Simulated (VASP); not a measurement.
# Ni (Fm-3m) in VASP: further runs

Ni is run at these levels: r2SCAN; tasks: single point.

Program: VASP 6.6.1. These are calculated values, not measurements. Logs are shortened: lines on timing, memory, paths and dates and some standing lists are left out, and cuts for length are marked.

## (1) The cell of the first run

Symmetry: Fm-3m, No. 225, cubic system. Conventional cell: a = 3.466 Å, b = 3.466 Å, c = 3.466 Å, α = 90.00°, β = 90.00°, γ = 90.00°. Ni (site symmetry m-3m) has 12 Ni at 2.45 Å within 3.2 Å.

## (2) Single point, r2SCAN

POSCAR reads:

```
Ni
1.0
    0.0000000000      1.7330608651      1.7330608651
    1.7330608651      0.0000000000      1.7330608651
    1.7330608651      1.7330608651      0.0000000000
Ni
1
Direct
    0.0000000000      0.0000000000      0.0000000000
```

INCAR.step1 reads:

```
PREC = Accurate
ENCUT = 520
ISMEAR = 1
SIGMA = 0.1
LREAL = F
LASPH = T
NELM = 100
NBANDS = 11
GGA = PE
ALGO = Normal
EDIFF = 1E-4
LWAVE = T
LCHARG = F
```

INCAR.step2 reads:

```
PREC = Accurate
ENCUT = 520
EDIFF = 1E-6
ISMEAR = 1
SIGMA = 0.1
LREAL = F
LASPH = T
NELM = 100
ALGO = Normal
ISIF = 2
LWAVE = F
LCHARG = F
METAGGA = R2SCAN
LMIXTAU = T
NBANDS = 11
ISTART = 1
```

KPOINTS reads:

```
regular mesh
0
Gamma
  15 15 15
```

Potentials or basis: VASP PAW PBE potentials, release 64 (Ni).

Command:

```
> cat potpaw_PBE.64/Ni/POTCAR > POTCAR
> cp INCAR.step1 INCAR
> mpirun -np 1 vasp_std > vasp.out
> cp INCAR.step2 INCAR
> mpirun -np 1 vasp_std > vasp.out
```

OUTCAR:

```text
PREC = Accurate
   ENCUT = 520
   EDIFF = 1E-6
   ISMEAR = 1
   LREAL = F
   LASPH = T
   NELM = 100
   ISIF = 2
   METAGGA = R2SCAN
   ISTART = 1

 ion  position               nearest neighbor table
   1  0.000  0.000  0.000-

  LATTYP: Found a face centered cubic cell.
 ALAT       =     3.4661217302

  Lattice vectors:

 A1 = (   0.0000000000,   1.7330608651,   1.7330608651)
 A2 = (   1.7330608651,   0.0000000000,   1.7330608651)
 A3 = (   1.7330608651,   1.7330608651,   0.0000000000)

Analysis of symmetry for initial positions (statically):
=====================================================================
 Subroutine PRICEL returns:
 Original cell was already a primitive cell.

 Routine SETGRP: Setting up the symmetry group for a
 face centered cubic supercell.

 Subroutine GETGRP returns: Found 48 space group operations
 (whereof 48 operations were pure point group operations)
 out of a pool of 48 trial point group operations.

The static configuration has the point symmetry O_h .

Analysis of symmetry for dynamics (positions and initial velocities):
=====================================================================
 Subroutine PRICEL returns:
 Original cell was already a primitive cell.

 Routine SETGRP: Setting up the symmetry group for a
 face centered cubic supercell.

 Subroutine GETGRP returns: Found 48 space group operations
 (whereof 48 operations were pure point group operations)
 out of a pool of 48 trial point group operations.

The dynamic configuration has the point symmetry O_h .

 Subroutine INISYM returns: Found 48 space group operations
 (whereof 48 operations are pure point group operations),
 and found     1 'primitive' translations

----------------------------------------------------------------------------------------

                                     Primitive cell

  volume of cell :      10.4105

  direct lattice vectors                    reciprocal lattice vectors
     0.000000000  1.733060865  1.733060865    -0.288506890  0.288506890  0.288506890
     1.733060865  0.000000000  1.733060865     0.288506890 -0.288506890  0.288506890
     1.733060865  1.733060865  0.000000000     0.288506890  0.288506890 -0.288506890

  length of vectors
     2.450918180  2.450918180  2.450918180     0.499708591  0.499708591  0.499708591

  position of ions in fractional coordinates (direct lattice)
     0.000000000  0.000000000  0.000000000

  ion indices of the primitive-cell ions
   primitive index   ion index
                 1           1

----------------------------------------------------------------------------------------

 KPOINTS: regular mesh

Automatic generation of k-mesh.
 Grid dimensions read from file:
 generate k-points for:   15   15   15

 Generating k-lattice:

  Cartesian coordinates                     Fractional coordinates (reciprocal lattice)
    -0.019233793  0.019233793  0.019233793     0.066666667  0.000000000  0.000000000
     0.019233793 -0.019233793  0.019233793     0.000000000  0.066666667  0.000000000
     0.019233793  0.019233793 -0.019233793     0.000000000  0.000000000  0.066666667

  Length of vectors
     0.033313906  0.033313906  0.033313906

  Shift w.r.t. Gamma in fractional coordinates (k-lattice)
     0.000000000  0.000000000  0.000000000

 Subroutine IBZKPT returns following result:
 ===========================================

 Found    120 irreducible k-points:

 Following reciprocal coordinates:
            Coordinates               Weight
  0.000000  0.000000  0.000000      1.000000
  0.066667  0.000000  0.000000      8.000000
  0.133333  0.000000  0.000000      8.000000
  0.200000  0.000000  0.000000      8.000000
  0.266667  0.000000  0.000000      8.000000
  0.333333  0.000000  0.000000      8.000000
[... 16 lines left out ...]
  0.133333  0.133333  0.000000      6.000000
  0.200000  0.133333  0.000000     24.000000
 [... further k-points ...]
   k-points           NKPTS =    120   k-points in BZ     NKDIM =    120   number of bands    NBANDS=     11
   number of dos      NEDOS =    301   number of ions     NIONS =      1
   total plane-waves  NPLWV =   5832
   dimension x,y,z NGX =    18 NGY =   18 NGZ =   18
   dimension x,y,z NGXF=    36 NGYF=   36 NGZF=   36
   ions per type =               1
   NGX,Y,Z   is equivalent  to a cutoff of  12.21, 12.21, 12.21 a.u.
   NGXF,Y,Z  is equivalent  to a cutoff of  24.42, 24.42, 24.42 a.u.
 SYSTEM =  unknown system
   PREC   = accura    normal or accurate (medium, high low for compatibility)
   ISTART =      1    job   : 0-new  1-cont  2-samecut
   ICHARG =      0    charge: 1-file 2-atom 10-const
   ISPIN  =      1    spin polarized calculation?
   LNONCOLLINEAR =      F non collinear calculations
   LSORBIT =      F    spin-orbit coupling
   LASPH  =      T    aspherical Exc in radial PAW
   ENCUT  =  520.0 eV  38.22 Ry    6.18 a.u.   4.56  4.56  4.56*2*pi/ulx,y,z
   NELM   =    100;   NELMIN=  2; NELMDL=  0     # of ELM steps
   EDIFF  = 0.1E-05   stopping-criterion for ELM
   LREAL  =      F    real-space projection
   EDIFFG = 0.1E-04   stopping-criterion for IOM
   NSW    =      0    number of steps for IOM
   IBRION =     -1    ionic relax: 0-MD 1-quasi-New 2-CG
   NFREE  =      0    steps in history (QN), initial steepest desc. (CG)
   ISIF   =      2    stress and relaxation
   ISYM   =      2    0-nonsym 1-usesym 2-fastsym
   POTIM  = 0.5000    time-step for ionic-motion
   TEBEG  =    0.0;   TEEND  =   0.0 temperature during run
   PSTRESS=    0.0 pullay stress
   NELECT =      10.0000    total number of electrons
   NUPDOWN=      -1.0000    fix difference up-down
   EMIN   =  10.00;   EMAX   =-10.00  energy-range for DOS
   EFERMI =   0.00;   METHOD = LEGACY
   ISMEAR =     1;   SIGMA  =   0.10  broadening in eV -4-tet -1-fermi 0-gaus
   EFERMI_NEDOS =   21; number of points for ismear=-14 and -15
   IALGO  =     38    algorithm
   IMIX   =      4    mixing-type and parameters
     AMIX     =   0.40;   BMIX     =  1.00
     AMIX_MAG =   1.60;   BMIX_MAG =  1.00
  volume/ion in A,a.u.               =      10.41        70.25
  Fermi-wavevector in a.u.,A,eV,Ry     =   1.615292  3.052459 35.499885  2.609168
  Thomas-Fermi vector in A             =   2.710063
   LORBIT       =      0    0 simple, 1 ext, 2 COOP (PROOUT), +10 PAW based schemes
   METAGGA = R2SCAN    functional components
   LHFCALC =     F    Hartree Fock is set to
   AEXX    =    0.0000 exact exchange contribution
   IVDW    =     0    specifies the selected vdW correction
   LEPSILON=     F    determine dielectric tensor
   LRPA    =     F    only Hartree local field effects (RPA)
 non-spin polarized calculation
 Methfessel and Paxton  Order N= 1 SIGMA  =   0.10
  energy-cutoff  :      520.00
  volume of cell :       10.41
 maximum number of plane-waves:       295
   NGX =  9   NGY =  9   NGZ =  9

 number of electron       9.9999995 magnetization

 Free energy of the ion-electron system (eV)
  ---------------------------------------------------
  ext. energy  EPLUGINS =         0.00000000
  ---------------------------------------------------
  free energy    TOTEN  =       -11.82944593 eV

  energy without entropy =      -11.82832327  energy(sigma->0) =      -11.82907171

 E-fermi :   9.5930     XC(G=0): -14.6563

 val. band max:        9.5798351298   @ k =  -0.4000   0.3333   0.0667
 cond. band min:       9.5961095629   @ k =   0.4667   0.1333   0.0000
 fundamental gap:      0.0162744330
 Fermi energy:         9.5929538903

 k-point     1 :       0.0000    0.0000    0.0000
  band No.  band energies     occupation
      1       0.1304      2.00000
      2       7.6125      2.00000
      3       7.6126      2.00000
      4       7.6126      2.00000
      5       8.7218      2.00000
      6       8.7219      2.00000
      7      34.7568      0.00000
      8      39.4306      0.00000
      9      39.4306      0.00000
     10      39.4308      0.00000
     11      42.3353      0.00000

 k-point     2 :       0.0667    0.0000    0.0000
  band No.  band energies     occupation
      1       0.3172      2.00000
      2       7.5591      2.00000
      3       7.6554      2.00000
      4       7.6554      2.00000
      5       8.7036      2.00000
      6       8.7036      2.00000
      7      34.1913      0.00000
      8      37.2928      0.00000
      9      38.9880      0.00000
     10      38.9882      0.00000
     11      42.9766      0.00000

 k-point     3 :       0.1333    0.0000    0.0000
  band No.  band energies     occupation
      1       0.8655      2.00000
      2       7.4195      2.00000
      3       7.7560      2.00000
      4       7.7560      2.00000
      5       8.6760      2.00000
      6       8.6761      2.00000
      7      31.5637      0.00000
      8      35.9927      0.00000
      9      38.2237      0.00000
     10      38.2238      0.00000
     11      43.5990      0.00000

 k-point     4 :       0.2000    0.0000    0.0000
  band No.  band energies     occupation
      1       1.7328      2.00000
      2       7.2571      2.00000
      3       7.8258      2.00000
      4       7.8259      2.00000
      5       8.7237      2.00000
      6       8.7238      2.00000
      7      28.0133      0.00000
      8      35.4396      0.00000
      9      37.5509      0.00000
     10      37.5510      0.00000
     11      43.7388      0.00000
[... 239 lines left out ...]
 k-point    22 :      -0.0667    0.0667    0.0000
  band No.  band energies     occupation
      1       0.6244      2.00000
      2       7.4634      2.00000
      3       7.7183      2.00000
      4       7.7349      2.00000
      5       8.6156      2.00000
      6       8.7447      2.00000
      7      33.2680      0.00000
      8      35.2393      0.00000
      9      37.9570      0.00000
     10      40.0976      0.00000
     11      42.5030      0.00000

 k-point    23 :       0.1333    0.1333    0.0000
  band No.  band energies     occupation
      1       1.1056      2.00000
      2       7.2483      2.00000
      3       7.8958      2.00000
      4       7.8958      2.00000
      5       8.4071      2.00000
      6       8.8477      2.00000
      7      33.3401      0.00000
      8      34.9702      0.00000
      9      34.9702      0.00000
     10      36.0032      0.00000
     11      43.6490      0.00000

 k-point    24 :       0.2000    0.1333    0.0000
  band No.  band energies     occupation
      1       1.7411      2.00000
      2       7.0678      2.00000
      3       7.9756      2.00000
      4       8.0297      2.00000
      5       8.3621      2.00000
      6       8.9207      2.00000
      7      30.8650      0.00000
      8      33.7914      0.00000
      9      33.8990      0.00000
     10      36.4333      0.00000
     11      41.8499      0.00000

 [... further k-points ...]
[... 5 lines left out ...]
  --------------------------------------------------------------------------------------
  -------------------------------------------------------------------------------------
  Total       -0.0058952     -0.0058952     -0.0058952      0.0000000      0.0000000      0.0000000
  in kB       -0.9072679     -0.9072679     -0.9072679      0.0000000      0.0000000      0.0000000
  external PRESSURE =      -0.9072679 kB  Pullay stress =       0.0000000 kB

 VOLUME and BASIS-vectors are now :
 -----------------------------------------------------------------------------
  energy-cutoff  :      520.00
  volume of cell :       10.41
      direct lattice vectors                 reciprocal lattice vectors
     0.000000000  1.733060865  1.733060865    -0.288506890  0.288506890  0.288506890
     1.733060865  0.000000000  1.733060865     0.288506890 -0.288506890  0.288506890
     1.733060865  1.733060865  0.000000000     0.288506890  0.288506890 -0.288506890

 POSITION                                       TOTAL-FORCE (eV/Angst)
 -----------------------------------------------------------------------------------
      0.00000      0.00000      0.00000        -0.000000     -0.000000      0.000000
 -----------------------------------------------------------------------------------
    total drift:                                0.000000      0.000000      0.000000

  FREE ENERGIE OF THE ION-ELECTRON SYSTEM (eV)
  ---------------------------------------------------
  free  energy   TOTEN  =       -11.8294459256 eV

  energy  without entropy=      -11.8283232709  energy(sigma->0) =      -11.82907171
```

It took 24 s on 1 thread of Intel Xeon 6975P-C (Granite Rapids), shared host; peak memory 0.12 GiB.

What came out:

* Free energy: -11.8294 eV
* Pressure: -0.1 GPa
* Band gap on the k mesh: zero (bands 5 and 6 overlap by 1.12 eV)

Caveat: the PAW data sets were made with another functional, which shifts forces and pressure a little; the run has no spin polarisation, though such a crystal can be magnetic. Spin polarisation is off, so any magnetic state and its effect on volume and gap are missing.

## (3) Single point, r2SCAN

POSCAR is that of step 2.

INCAR.step1 reads:

```
  PREC = Accurate
  ENCUT = 520
  ISMEAR = 1
  SIGMA = 0.2
  LREAL = False
  LASPH = True
  NELM = 60
  NBANDS = 11
  GGA = PE
  ALGO = Normal
  EDIFF = 1E-4
  LWAVE = True
  LCHARG = False
```

INCAR.step2 reads:

```
  PREC = Accurate
  ENCUT = 520
  EDIFF = 1E-6
  ISMEAR = 1
  SIGMA = 0.2
  LREAL = False
  LASPH = True
  NELM = 60
  ALGO = Normal
  ISIF = 2
  LWAVE = False
  LCHARG = False
  METAGGA = R2SCAN
  LMIXTAU = True
  NBANDS = 11
  ISTART = 1
```

KPOINTS reads:

```
Automatic mesh
0
Gamma
  15 15 15
```

Potentials or basis: VASP PAW PBE potentials, release 64 (Ni).

Command:

```
> cat potpaw_PBE.64/Ni/POTCAR > POTCAR
> cp INCAR.step1 INCAR
> mpirun -np 1 vasp_std > vasp.out
> cp INCAR.step2 INCAR
> mpirun -np 1 vasp_std > vasp.out
```

Wall time 28 s (1 thread of Intel Xeon 6975P-C (Granite Rapids), shared host); peak memory 0.13 GiB.

Results (log left out):

- Free energy: -11.8317 eV
- Pressure: 0.0 GPa
- Band gap on the k mesh: zero (bands 5 and 6 overlap by 1.12 eV)

Levels at points of the mesh, in eV from the Fermi level:
```
           k point  band 1  band 2  band 3  band 4  band 5  band 6  band 7  band 8  band 9  band 10
(0.00, 0.00, 0.00)   -9.47   -1.99   -1.99   -1.99   -0.88   -0.88   25.15   29.83   29.83    29.83
```

Caveat: the PAW data sets were made with another functional, which shifts forces and pressure a little; the run has no spin polarisation, though such a crystal can be magnetic.
